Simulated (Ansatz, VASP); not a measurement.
**HfB2 in VASP and in Ansatz**

POSCAR

```
HfB2
1.0
    3.1400000000      0.0000000000      0.0000000000
   -1.5700000000      2.7193197679      0.0000000000
    0.0000000000      0.0000000000      3.4800000000
Hf B
1 2
Direct
    0.0000000000      0.0000000000      0.0000000000
    0.3333333333      0.6666666667      0.5000000000
    0.6666666667      0.3333333333      0.5000000000
```

The input INCAR.step1:

```
PREC = Accurate
ENCUT = 520
ISMEAR = -1
SIGMA = 0.05
LREAL = F
LASPH = T
NELM = 100
NBANDS = 15
GGA = PE
ALGO = Normal
EDIFF = 1E-4
LWAVE = T
LCHARG = F
```

The input INCAR.step2:

```
PREC = Accurate
ENCUT = 520
EDIFF = 1E-8
ISMEAR = -1
SIGMA = 0.05
LREAL = F
LASPH = T
NELM = 100
ALGO = Normal
ISIF = 2
LWAVE = F
LCHARG = F
METAGGA = R2SCAN
LMIXTAU = T
LEFG = T
NBANDS = 15
ISTART = 1
```

File KPOINTS:

```
Automatic mesh
0
Gamma
  17 17 13
```

Input for Ansatz:

```yaml
crystal:
  lattice:
    - [3.14, 0.0, 0.0]
    - [-1.57, 2.7193197679, 0.0]
    - [0.0, 0.0, 3.48]
  atoms:
    - { symbol: Hf, position: [0.0, 0.0, 0.0] }
    - { symbol: B, position: [0.3333333333, 0.6666666667, 0.5] }
    - { symbol: B, position: [0.6666666667, 0.3333333333, 0.5] }
kpoints:
  mp_grid: { grid: [17, 17, 13] }
scf:
  occupations: { method: fermi_dirac, width: 0.05 }
hamiltonian:
  xc: r2scan
  pseudopotentials: { kind: paw }
output:
  forces: true
  stress: true
  populations: true
  efg:
    quadrupole_moments_barn: { Hf: 3.365, B: 0.04059 }
    contact_densities: true
  write_density: true
  write_potential: true
  elf: true
  volumetric_format: npy
```

Alike in both runs: task electric field gradients; functional r2SCAN; k mesh 17 × 17 × 13; occupations fermi-dirac, width 0.05 eV; no spin polarisation.

|  | VASP | Ansatz |
| --- | --- | --- |
| version | VASP 6.6.1 | Ansatz 0.2.0 |
| potentials or method | VASP PAW PBE potentials, release 64 (Hf_pv, B) | plane-wave PAW, scalar-relativistic |
| plane-wave cutoff (eV) | 520 | 500 |
| valence electrons in the cell | 16 | 32 |

VASP gave:

* pressure (GPa): -1.3
* traceless stress, the component that is largest in VASP (GPa): 0.36
* size of Vzz on the site where it differs most (V/Å²): 75.8

Which values does Ansatz return?

Pressure (GPa): -0.7; traceless stress, the component that is largest in VASP (GPa): 0.28; size of Vzz on the site where it differs most (V/Å²): 106.2.

VASP's potentials were made for PBE, not for r2SCAN. VASP's potentials hold 16 valence electrons a cell and Ansatz's 32, so a difference there can come from the potentials and not from the codes.

Neither program's run includes spin-orbit coupling.
